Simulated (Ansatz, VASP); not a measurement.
Two plane-wave programs on Na

```
Na
1.0
    -2.11250    2.11250    2.11250
     2.11250   -2.11250    2.11250
     2.11250    2.11250   -2.11250
Na
1
Direct
  0.00000 0.00000 0.00000
```

Alike in both runs: task single point; functional r2SCAN; k mesh 7 × 7 × 7; occupations fermi-dirac, width 0.1 eV; no spin polarisation.

```csv
,VASP,Ansatz
version,VASP 6.6.1,Ansatz 0.2.0
potentials or method,"VASP PAW PBE potentials, release 64 (Na_pv), cutoff 520 eV","plane waves (500 eV) with PAW, scalar-relativistic"
valence electrons in the cell,7,9
```

Ansatz gave:

| Property | Result |
| --- | --- |
| pressure (GPa) | 0.0 |

Which values does VASP return?

Pressure (GPa): 0.1.

VASP's potentials were made for PBE, not for r2SCAN. With one functional, cell and mesh, what is left measures potentials, basis and numerics. VASP's potentials hold 7 valence electrons a cell and Ansatz's 9, so a difference there can come from the potentials and not from the codes.
